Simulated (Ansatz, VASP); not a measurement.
## Two plane-wave programs on BP

POSCAR

```
BP
1.0
    0.0000000000      2.1554245244      2.1554245244
    2.1554245244      0.0000000000      2.1554245244
    2.1554245244      2.1554245244      0.0000000000
B P
1 1
Direct
    0.0000000000      0.0000000000      0.0000000000
    0.5000000000      0.5000000000      0.5000000000
```

INCAR.step1

```
SYSTEM = BP
ALGO = Normal
EDIFF = 1E-5
ENCUT = 520
GGA = PE
ISIF = 2
ISMEAR = -1
LASPH = .True.
LCHARG = .False.
LREAL = .False.
LWAVE = .True.
NBANDS = 11
NELM = 100
PREC = Accurate
SIGMA = 0.02
```

Contents of INCAR.step2:

```
SYSTEM = BP
ALGO = Normal
EDIFF = 1E-6
ENCUT = 520
GGA = PE
HFSCREEN = 0.2079
ISIF = 2
ISMEAR = -1
ISTART = 1
LASPH = .True.
LCHARG = .False.
LHFCALC = .True.
LREAL = .False.
LWAVE = .False.
NBANDS = 11
NELM = 100
PREC = Accurate
PRECFOCK = Normal
SIGMA = 0.02
```

KPOINTS

```
k-points
0
Gamma
  8 8 8
  0 0 0
```

Input for Ansatz:

```yaml
crystal:
  lattice:
    - [0.0, 2.1554245244, 2.1554245244]
    - [2.1554245244, 0.0, 2.1554245244]
    - [2.1554245244, 2.1554245244, 0.0]
  atoms:
    - { symbol: B, position: [0.0, 0.0, 0.0] }
    - { symbol: P, position: [0.5, 0.5, 0.5] }
kpoints:
  mp_grid: { grid: [8, 8, 8] }
hamiltonian:
  xc: hse06
scf:
  occupations: { method: fermi_dirac, width: 0.02 }
  n_extra_bands: 4
output:
  forces: true
  stress: true
  eigenvalues: true
  write_density: true
  write_potential: true
  elf: true
  volumetric_format: npy
```

Alike in both runs: task single point; functional HSE06; k mesh 8 × 8 × 8; occupations fermi-dirac, width 0.02 eV; no spin polarisation.

```csv
,VASP,Ansatz
version,VASP 6.6.1,Ansatz 0.2.0
potentials or method,"VASP PAW PBE potentials, release 64 (B, P)","plane waves, PAW"
plane-wave cutoff (eV),520,420
valence electrons in the cell,8,8
```

```tsv
	VASP	Ansatz	Ansatz less VASP
pressure (GPa)	-4.4	-3.8	+0.61
```

With one functional, cell and mesh, what is left measures potentials, basis and numerics. Ansatz's warnings: filled band counts differ across k points, stress exchange threshold loose, stress scf threshold loose.
